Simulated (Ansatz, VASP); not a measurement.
# GaN in VASP and in Ansatz

The input INCAR:

```
AGGAC = 1.0 ; AGGAX = 1.0
ALDAC = 0.0 ; ALDAX = 1.0
ALGO = Normal ; EDIFF = 1E-6
ENCUT = 520 ; GGA = B5
ISIF = 2 ; ISMEAR = 0
LASPH = True ; LCHARG = False
LREAL = False ; LWAVE = False
NBANDS = 16 ; NELM = 100
PREC = Accurate ; SIGMA = 0.05
```

KPOINTS

```
k-points
0
Gamma
  10 10 10
```

Contents of POSCAR:

```
GaN
1.0
    0.0000000000      2.1913665689      2.1913665689
    2.1913665689      0.0000000000      2.1913665689
    2.1913665689      2.1913665689      0.0000000000
Ga N
1 1
Direct
    0.5000000000      0.5000000000      0.5000000000
    0.0000000000      0.0000000000      0.0000000000
```

Input for Ansatz:

```yaml
crystal:
  lattice:
    - [0.0, 2.1913665689, 2.1913665689]
    - [2.1913665689, 0.0, 2.1913665689]
    - [2.1913665689, 2.1913665689, 0.0]
  atoms:
    - { symbol: Ga, position: [0.5, 0.5, 0.5] }
    - { symbol: "N", position: [0.0, 0.0, 0.0] }
basis:
  ecutwfc: 420
  ecutrho_ratio: 4
kpoints:
  mp_grid: { grid: [10, 10, 10] }
hamiltonian:
  xc: blyp
scf:
  occupations: { method: gaussian, width: 0.05 }
output:
  forces: true
  stress: true
  eigenvalues: true
```

Alike in both runs: task single point; functional BLYP; k mesh 10 × 10 × 10; occupations gaussian, width 0.05 eV; no spin polarisation.

```csv
,VASP,Ansatz
version,VASP 6.6.1,Ansatz 0.2.0
potentials or method,"VASP PAW PBE potentials, release 64 (Ga_d, N), cutoff 520 eV","scalar-relativistic, plane waves, PAW"
valence electrons in the cell,18,18
```

Ansatz gave:

- gap on the k mesh at the Fermi level (eV): none
- pressure (GPa): -6.2

Problem. Which values does VASP return?

Solution. gap on the k mesh at the Fermi level (eV): none; pressure (GPa): -5.4.

VASP's potentials were made for PBE, not for BLYP. A gap of «none» marks a metal or a gap that the smearing closes. The functional is the same, so the differences come from potentials, cutoffs and numerics.
